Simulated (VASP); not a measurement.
# C in VASP: a series of runs

The runs below take C through single point, with PBE.

All numbers are computed with VASP 6.6.1; they aren't measurements. Logs are shortened: lines on timing, memory, paths and dates and some standing lists are left out, and cuts for length are marked.

### 1 The cell of the first run

The structure is tetragonal, space group I4_1/amd (No. 141). The conventional cell has a = 2.522 Å, b = 2.522 Å, c = 3.852 Å, α = 90.00°, β = 90.00°, γ = 90.00°. Within 2.1 Å of C (site symmetry -4m2) lie 4 C at 1.59 Å.

### 2 Single point, PBE (strain +0.000 along x and y, +0.080 along z)

Contents of INCAR:

```
SYSTEM = C
PREC = Accurate
ENCUT = 520
EDIFF = 1E-6
ISMEAR = 0
SIGMA = 0.05
LREAL = .False.
LASPH = .True.
NELM = 60
ALGO = Normal
ISIF = 2
LWAVE = .False.
LCHARG = .True.
GGA = PE
LELF = .True.
LVHAR = .True.
NBANDS = 11
```

Contents of KPOINTS:

```
regular mesh
0
Gamma
  12 12 12
  0 0 0
```

Contents of POSCAR:

```
C
1.0
    0.0000000000      1.7834000000      1.9260720000
    1.7834000000      0.0000000000      1.9260720000
    1.7834000000      1.7834000000      0.0000000000
C
2
Direct
    0.5000000000      0.5000000000      0.5000000000
    0.7500000000      0.7500000000      0.7500000000
```

Potentials or basis: VASP PAW PBE potentials, release 64 (C).

Run with:

```console
$ cat potpaw_PBE.64/C/POTCAR > POTCAR
$ mpirun -np 1 vasp_std > vasp.out
```

OUTCAR:

```text
SYSTEM = C
   PREC = Accurate
   ENCUT = 520
   EDIFF = 1E-6
   ISMEAR = 0
   LREAL = .False.
   LASPH = .True.
   NELM = 60
   ISIF = 2
   GGA = PE

 ion  position               nearest neighbor table
   1  0.500  0.500  0.500-   2 1.59   2 1.59   2 1.59   2 1.59
   2  0.750  0.750  0.750-   1 1.59   1 1.59   1 1.59   1 1.59

  LATTYP: Found a body centered tetragonal cell.
 ALAT       =     2.5221084671
 C/A-ratio  =     1.5273506474

  Lattice vectors:

 A1 = (  -1.7834000000,   0.0000000000,   1.9260720000)
 A2 = (   1.7834000000,   0.0000000000,   1.9260720000)
 A3 = (   0.0000000000,   1.7834000000,  -1.9260720000)

Analysis of symmetry for initial positions (statically):
=====================================================================
 Subroutine PRICEL returns:
 Original cell was already a primitive cell.

 Routine SETGRP: Setting up the symmetry group for a
 body centered tetragonal supercell.

 Subroutine GETGRP returns: Found 16 space group operations
 (whereof  8 operations were pure point group operations)
 out of a pool of 16 trial point group operations.

The static configuration has the point symmetry D_2d.
 The point group associated with its full space group is D_4h.

Analysis of symmetry for dynamics (positions and initial velocities):
=====================================================================
 Subroutine PRICEL returns:
 Original cell was already a primitive cell.

 Routine SETGRP: Setting up the symmetry group for a
 body centered tetragonal supercell.

 Subroutine GETGRP returns: Found 16 space group operations
 (whereof  8 operations were pure point group operations)
 out of a pool of 16 trial point group operations.

The dynamic configuration has the point symmetry D_2d.
 The point group associated with its full space group is D_4h.

 Subroutine INISYM returns: Found 16 space group operations
 (whereof  8 operations are pure point group operations),
 and found     1 'primitive' translations

----------------------------------------------------------------------------------------

                                     Primitive cell

  volume of cell :      12.2518

  direct lattice vectors                    reciprocal lattice vectors
     0.000000000  1.783400000  1.926072000    -0.280363351  0.280363351  0.259595695
     1.783400000  0.000000000  1.926072000     0.280363351 -0.280363351  0.259595695
     1.783400000  1.783400000  0.000000000     0.280363351  0.280363351 -0.259595695

  length of vectors
     2.624932172  2.624932172  2.522108467     0.473916809  0.473916809  0.473916809

  position of ions in fractional coordinates (direct lattice)
     0.500000000  0.500000000  0.500000000
     0.750000000  0.750000000  0.750000000

  ion indices of the primitive-cell ions
   primitive index   ion index
                 1           1
                 2           2

----------------------------------------------------------------------------------------

 KPOINTS: regular mesh

Automatic generation of k-mesh.
 Grid dimensions read from file:
 generate k-points for:   12   12   12

 Generating k-lattice:

  Cartesian coordinates                     Fractional coordinates (reciprocal lattice)
    -0.023363613  0.023363613  0.021632975     0.083333333  0.000000000  0.000000000
     0.023363613 -0.023363613  0.021632975     0.000000000  0.083333333  0.000000000
     0.023363613  0.023363613 -0.021632975     0.000000000  0.000000000  0.083333333

  Length of vectors
     0.039493067  0.039493067  0.039493067

  Shift w.r.t. Gamma in fractional coordinates (k-lattice)
     0.000000000  0.000000000  0.000000000

 Subroutine IBZKPT returns following result:
 ===========================================

 Found    163 irreducible k-points:

 Following reciprocal coordinates:
            Coordinates               Weight
  0.000000  0.000000  0.000000      1.000000
  0.083333  0.000000  0.000000      8.000000
  0.166667 -0.000000  0.000000      8.000000
  0.250000 -0.000000  0.000000      8.000000
  0.333333  0.000000  0.000000      8.000000
  0.416667  0.000000  0.000000      8.000000
[... 16 lines left out ...]
  0.500000  0.166667  0.000000      8.000000
 -0.416667  0.166667  0.000000      8.000000
 [... further k-points ...]
   k-points           NKPTS =    163   k-points in BZ     NKDIM =    163   number of bands    NBANDS=     11
   number of dos      NEDOS =    301   number of ions     NIONS =      2
   total plane-waves  NPLWV =   8000
   dimension x,y,z NGX =    20 NGY =   20 NGZ =   20
   dimension x,y,z NGXF=    40 NGYF=   40 NGZF=   40
   ions per type =               2
   NGX,Y,Z   is equivalent  to a cutoff of  12.67, 12.67, 13.18 a.u.
   NGXF,Y,Z  is equivalent  to a cutoff of  25.33, 25.33, 26.37 a.u.
 SYSTEM =  C
   PREC   = accura    normal or accurate (medium, high low for compatibility)
   ISTART =      0    job   : 0-new  1-cont  2-samecut
   ICHARG =      2    charge: 1-file 2-atom 10-const
   ISPIN  =      1    spin polarized calculation?
   LNONCOLLINEAR =      F non collinear calculations
   LSORBIT =      F    spin-orbit coupling
   LASPH  =      T    aspherical Exc in radial PAW
   ENCUT  =  520.0 eV  38.22 Ry    6.18 a.u.   4.88  4.88  4.69*2*pi/ulx,y,z
   NELM   =     60;   NELMIN=  2; NELMDL= -5     # of ELM steps
   EDIFF  = 0.1E-05   stopping-criterion for ELM
   LREAL  =      F    real-space projection
   EDIFFG = 0.1E-04   stopping-criterion for IOM
   NSW    =      0    number of steps for IOM
   IBRION =     -1    ionic relax: 0-MD 1-quasi-New 2-CG
   NFREE  =      0    steps in history (QN), initial steepest desc. (CG)
   ISIF   =      2    stress and relaxation
   ISYM   =      2    0-nonsym 1-usesym 2-fastsym
   POTIM  = 0.5000    time-step for ionic-motion
   TEBEG  =    0.0;   TEEND  =   0.0 temperature during run
   PSTRESS=    0.0 pullay stress
   NELECT =       8.0000    total number of electrons
   NUPDOWN=      -1.0000    fix difference up-down
   EMIN   =  10.00;   EMAX   =-10.00  energy-range for DOS
   EFERMI =   0.00;   METHOD = LEGACY
   ISMEAR =     0;   SIGMA  =   0.05  broadening in eV -4-tet -1-fermi 0-gaus
   EFERMI_NEDOS =   21; number of points for ismear=-14 and -15
   IALGO  =     38    algorithm
   IMIX   =      4    mixing-type and parameters
     AMIX     =   0.40;   BMIX     =  1.00
     AMIX_MAG =   1.60;   BMIX_MAG =  1.00
  volume/ion in A,a.u.               =       6.13        41.34
  Fermi-wavevector in a.u.,A,eV,Ry     =   1.420272  2.683925 27.445293  2.017172
  Thomas-Fermi vector in A             =   2.541205
   LORBIT       =      0    0 simple, 1 ext, 2 COOP (PROOUT), +10 PAW based schemes
   GGA     = PE    functional components
   LHFCALC =     F    Hartree Fock is set to
   AEXX    =    0.0000 exact exchange contribution
   IVDW    =     0    specifies the selected vdW correction
   LEPSILON=     F    determine dielectric tensor
   LRPA    =     F    only Hartree local field effects (RPA)
 non-spin polarized calculation
 Gauss-broadening in eV      SIGMA  =   0.05
  energy-cutoff  :      520.00
  volume of cell :       12.25
 maximum number of plane-waves:       344
   NGX =  9   NGY =  9   NGZ =  9

 number of electron       8.0000001 magnetization

 Free energy of the ion-electron system (eV)
  ---------------------------------------------------
  ext. energy  EPLUGINS =         0.00000000
  ---------------------------------------------------
  free energy    TOTEN  =       -17.97580369 eV

  energy without entropy =      -17.97580369  energy(sigma->0) =      -17.97580369

 E-fermi :   9.3165     XC(G=0): -12.8757

 val. band max:        9.0539655577   @ k =   0.0000   0.0000   0.0000
 cond. band min:      12.1165387606   @ k =   0.3333   0.0000   0.3333
 fundamental gap:      3.0625732029
 Fermi energy:         9.3165473941

 k-point     1 :       0.0000    0.0000    0.0000
  band No.  band energies     occupation
      1     -11.8130      2.00000
      2       7.8637      2.00000
      3       9.0540      2.00000
      4       9.0540      2.00000
      5      13.7801      0.00000
      6      13.7801      0.00000
      7      14.6974      0.00000
      8      20.1348      0.00000
      9      27.0527      0.00000
     10      31.9708      0.00000
     11      33.0133      0.00000

 k-point     2 :       0.0833    0.0000    0.0000
  band No.  band energies     occupation
      1     -11.6301      2.00000
      2       7.2036      2.00000
      3       8.2583      2.00000
      4       8.7766      2.00000
      5      14.1758      0.00000
      6      14.1829      0.00000
      7      15.2625      0.00000
      8      20.3579      0.00000
      9      27.3625      0.00000
     10      30.4244      0.00000
     11      33.8200      0.00000

 k-point     3 :       0.1667   -0.0000    0.0000
  band No.  band energies     occupation
      1     -11.0839      2.00000
      2       5.0723      2.00000
      3       7.3092      2.00000
      4       8.1843      2.00000
      5      14.7667      0.00000
      6      15.0876      0.00000
      7      16.2799      0.00000
      8      21.0219      0.00000
      9      27.9457      0.00000
     10      29.5079      0.00000
     11      31.9732      0.00000

 k-point     4 :       0.2500   -0.0000    0.0000
  band No.  band energies     occupation
      1     -10.1839      2.00000
      2       2.4307      2.00000
      3       6.5238      2.00000
      4       7.5861      2.00000
      5      15.1202      0.00000
      6      16.0159      0.00000
      7      17.0796      0.00000
      8      21.9734      0.00000
      9      28.1496      0.00000
     10      29.9312      0.00000
     11      31.1561      0.00000
[... 239 lines left out ...]
 k-point    22 :       0.4167    0.1667    0.0000
  band No.  band energies     occupation
      1      -8.0840      2.00000
      2      -0.4106      2.00000
      3       3.8744      2.00000
      4       5.5601      2.00000
      5      15.8938      0.00000
      6      18.3248      0.00000
      7      19.1392      0.00000
      8      21.5244      0.00000
      9      28.3654      0.00000
     10      28.8947      0.00000
     11      35.2293      0.00000

 k-point    23 :       0.5000    0.1667    0.0000
  band No.  band energies     occupation
      1      -6.6189      2.00000
      2      -2.5016      2.00000
      3       3.1763      2.00000
      4       5.6839      2.00000
      5      16.2973      0.00000
      6      18.2909      0.00000
      7      18.9639      0.00000
      8      22.9178      0.00000
      9      27.7758      0.00000
     10      30.4534      0.00000
     11      34.3188      0.00000

 k-point    24 :      -0.4167    0.1667    0.0000
  band No.  band energies     occupation
      1      -5.9693      2.00000
      2      -3.2715      2.00000
      3       2.7752      2.00000
      4       6.0585      2.00000
      5      16.7625      0.00000
      6      18.1870      0.00000
      7      18.4675      0.00000
      8      23.2313      0.00000
      9      27.7934      0.00000
     10      31.5459      0.00000
     11      32.2125      0.00000

 [... further k-points ...]
[... 5 lines left out ...]
  --------------------------------------------------------------------------------------
  -------------------------------------------------------------------------------------
  Total       -0.2548217     -0.2548217     -5.6583678      0.0000000      0.0000000      0.0000000
  in kB      -33.3232254    -33.3232254   -739.9488845      0.0000000      0.0000000      0.0000000
  external PRESSURE =    -268.8651117 kB  Pullay stress =       0.0000000 kB

 VOLUME and BASIS-vectors are now :
 -----------------------------------------------------------------------------
  energy-cutoff  :      520.00
  volume of cell :       12.25
      direct lattice vectors                 reciprocal lattice vectors
     0.000000000  1.783400000  1.926072000    -0.280363351  0.280363351  0.259595695
     1.783400000  0.000000000  1.926072000     0.280363351 -0.280363351  0.259595695
     1.783400000  1.783400000  0.000000000     0.280363351  0.280363351 -0.259595695

 POSITION                                       TOTAL-FORCE (eV/Angst)
 -----------------------------------------------------------------------------------
      1.78340      1.78340      1.92607        -0.000000     -0.000000      0.000000
      2.67510      2.67510      2.88911         0.000000      0.000000     -0.000000
 -----------------------------------------------------------------------------------
    total drift:                                0.000000     -0.000000      0.000000

  FREE ENERGIE OF THE ION-ELECTRON SYSTEM (eV)
  ---------------------------------------------------
  free  energy   TOTEN  =       -17.9758036934 eV

  energy  without entropy=      -17.9758036934  energy(sigma->0) =      -17.97580369
```

Run time: 18 s. Hardware: 1 thread of Intel Xeon Platinum 8259CL at 2.50GHz (Skylake/Cascade Lake), shared host; peak memory 0.13 GiB.

What came out:

* Free energy: -17.9758 eV
* Pressure: -26.9 GPa
* Band gap on the k mesh: 3.06 eV, indirect (least direct gap 4.73 eV)

Stress tensor (GPa, compression positive):
```
 -3.33   0.00   0.00
  0.00  -3.33   0.00
  0.00   0.00 -73.99
```

Caveat: the cell differs from its parent crystal (strain +0.000 along x and y, +0.080 along z). A k mesh can miss the band edges.

### 3 Single point, PBE (strain +0.040 along x and y, +0.000 along z)

Contents of INCAR:

```
SYSTEM = C
PREC = Accurate
ENCUT = 520
EDIFF = 1E-6
ISMEAR = 0
SIGMA = 0.05
LREAL = .FALSE.
LASPH = .TRUE.
NELM = 60
ALGO = Normal
ISIF = 2
LWAVE = .FALSE.
LCHARG = .FALSE.
GGA = PE
NBANDS = 11
```

Contents of KPOINTS:

```
Automatic mesh
0
G
  12 12 12
  0 0 0
```

Contents of POSCAR:

```
C
1.0
    0.0000000000      1.8547360000      1.7834000000
    1.8547360000      0.0000000000      1.7834000000
    1.8547360000      1.8547360000      0.0000000000
C
2
Direct
    0.5000000000      0.5000000000      0.5000000000
    0.7500000000      0.7500000000      0.7500000000
```

Potentials or basis: VASP PAW PBE potentials, release 64 (C).

Run with:

```console
$ cat potpaw_PBE.64/C/POTCAR > POTCAR
$ mpirun -np 1 vasp_std > vasp.out
```

Wall time 17 s (1 thread of Intel Xeon Platinum 8259CL at 2.50GHz (Skylake/Cascade Lake), shared host); peak memory 0.13 GiB.

Results (log left out):

* Free energy: -18.0756 eV
* Pressure: -27.6 GPa
* Band gap on the k mesh: 3.05 eV, indirect (least direct gap 4.72 eV)

Stress tensor (GPa, compression positive):
```
-38.29   0.00   0.00
  0.00 -38.29   0.00
  0.00   0.00  -6.18
```

Levels at points of the mesh, in eV from the valence-band top:
```tsv
k point	band 1	band 2	band 3	band 4	band 5	band 6	band 7	band 8
(0.00, 0.00, 0.00)	-20.81	-0.54	-0.54	0.00	4.72	5.19	5.19	11.20
(0.50, 0.00, 0.00)	-15.46	-12.89	-3.27	-2.64	6.98	7.63	8.36	14.61
(0.50, 0.50, 0.00)	-12.21	-12.21	-6.54	-6.54	3.67	3.67	15.41	15.41
(0.50, 0.00, 0.50)	-12.77	-12.77	-6.00	-6.00	4.53	4.53	15.15	15.15
```

Caveat: the cell differs from its parent crystal (strain +0.040 along x and y, +0.000 along z).

### 4 Single point, PBE (strain +0.040 along x and y, +0.080 along z)

Contents of INCAR:

```
PREC     = Accurate       # precision mode
ENCUT    = 520            # plane-wave cutoff, eV
EDIFF    = 1E-7           # SCF threshold, eV
ISMEAR   = 0              # smearing method
SIGMA    = 0.05           # smearing width, eV
LREAL    = False          # projectors in reciprocal space
LASPH    = True           # aspherical terms in the spheres
NELM     = 80             # most SCF steps
ALGO     = Normal         # electronic algorithm
ISIF     = 2              # what is computed and relaxed
LWAVE    = False          # write WAVECAR
LCHARG   = True           # write CHGCAR
GGA      = PE             # functional
LELF     = True           # ELF
LVHAR    = True         
NBANDS   = 11             # bands
```

Contents of KPOINTS:

```
Automatic mesh
0
Gamma
  12 12 12
```

Contents of POSCAR:

```
C
1.0
    0.0000000000      1.8547360000      1.9260720000
    1.8547360000      0.0000000000      1.9260720000
    1.8547360000      1.8547360000      0.0000000000
C
2
Direct
    0.5000000000      0.5000000000      0.5000000000
    0.7500000000      0.7500000000      0.7500000000
```

Run with:

```console
$ cat potpaw_PBE.64/C/POTCAR > POTCAR
$ mpirun -np 1 vasp_std > vasp.out
```

It took 18 s on 1 thread of Intel Xeon Platinum 8259CL at 2.50GHz (Skylake/Cascade Lake), shared host; peak memory 0.13 GiB.

It converged, with:

- Free energy: -17.8384 eV
- Pressure: -49.0 GPa
- Band gap on the k mesh: 3.38 eV, indirect (least direct gap 4.86 eV)

Stress tensor (GPa, compression positive):
```
-38.83   0.00   0.00
  0.00 -38.83   0.00
  0.00   0.00 -69.31
```

Levels at points of the mesh, in eV from the valence-band top:
| k point | band 2 | band 3 | band 4 | band 5 | band 6 | band 7 |
| --- | --- | --- | --- | --- | --- | --- |
| (0.00, 0.00, 0.00) | -0.53 | 0.00 | 0.00 | 4.86 | 4.86 | 5.29 |
| (0.50, 0.00, 0.00) | -11.94 | -2.89 | -2.30 | 6.36 | 7.72 | 7.82 |
| (0.50, 0.50, 0.00) | -12.24 | -5.26 | -5.26 | 4.77 | 4.77 | 14.26 |
| (0.50, 0.00, 0.50) | -11.75 | -5.74 | -5.74 | 3.99 | 3.99 | 14.40 |

Caveat: the cell differs from its parent crystal (strain +0.040 along x and y, +0.080 along z). A k mesh can miss the band edges.

(Part 1 of 2 ends here.)
